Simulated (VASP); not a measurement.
Write the native input for VASP 6.6.1 that does the following.

```yaml
Task: single point
Functional: LDA
Potentials_or_basis: VASP PAW LDA potentials, release 64 (Si, C)
Cutoff: 600 eV
k_mesh: 12 × 12 × 6
Occupations: gaussian, width 0.05 eV
Spin: no spin polarisation
Dipole_correction: no
Further_INCAR_settings: ALGO = Normal; EDIFF = 1e-06; NBANDS = 16
```

The structure of SiC lies in POSCAR:

```
SiC
1.0
    3.0036848971      0.0000000000      0.0000000000
   -1.5018424486      2.6012674258      0.0000000000
    0.0000000000      0.0000000000      5.1930708186
Si C
2 2
Direct
    0.3333333333      0.6666666667      0.0046041256
    0.6666666667      0.3333333333      0.5046041256
    0.3333333333      0.6666666667      0.3953475106
    0.6666666667      0.3333333333      0.8953475106
```

These files were run (other wordings do the same):

INCAR

```
SYSTEM = SiC
PREC = Accurate
ENCUT = 600
EDIFF = 1E-6
ISMEAR = 0
SIGMA = 0.05
LREAL = .False.
LASPH = .True.
NELM = 120
ALGO = Normal
ISIF = 2
LWAVE = .False.
LCHARG = .False.
GGA = CA
NBANDS = 16
GGA_COMPAT = .False.
```

KPOINTS

```
Automatic mesh
0
Gamma
  12 12 6
  0 0 0
```

Potentials or basis: VASP PAW LDA potentials, release 64 (Si, C).

Launch:

```bash
$ cat potpaw_LDA.64/Si/POTCAR potpaw_LDA.64/C/POTCAR > POTCAR
$ mpirun -np 1 vasp_std > vasp.out
```

Results of the run:

```yaml
Pressure: 3.7 GPa
Largest_force: 1.399 eV/Å
Band_gap_on_the_k_mesh: 2.31 eV (least direct gap 4.59 eV)
```

Caveat: the stress differs along the axes, from -19 to 15 GPa; forces of over 1 eV/Å act on the atoms, so gaps and moduli don't describe the material at rest.

It took 63 s on 1 thread of Intel Xeon 8259CL, with other jobs on the host, peak memory 0.17 GiB.
